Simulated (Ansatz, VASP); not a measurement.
## Two plane-wave programs on InAs

```
In As
1.0
     0.00000    2.73344    2.73344
     2.73344    0.00000    2.73344
     2.73344    2.73344    0.00000
In As
1 1
Cartesian
  2.7334 2.7334 2.7334
  0.0000 0.0000 0.0000
```

Change from the starting cell: strain -0.050 along x and y, -0.050 along z, atoms carried along.

Alike in both runs: task single point; functional PBE; k mesh 14 × 14 × 14; occupations gaussian, width 0.15 eV; no spin polarisation.

```csv
,VASP,Ansatz
version,VASP 6.6.1,Ansatz 0.2.0
potentials or method,"VASP PAW PBE potentials, release 64 (In_d, As), cutoff 520 eV","scalar-relativistic, plane waves, PAW"
valence electrons in the cell,18,28
```

```tsv
	VASP	Ansatz	Ansatz less VASP
gap on the k mesh at the Fermi level (eV)	none	none	-
pressure (GPa)	13.6	13.4	-0.20
```

A gap of «none» marks a metal or a gap that the smearing closes. The functional is the same, so the differences come from potentials, cutoffs and numerics. VASP's potentials hold 18 valence electrons a cell and Ansatz's 28, so a difference there can come from the potentials and not from the codes.
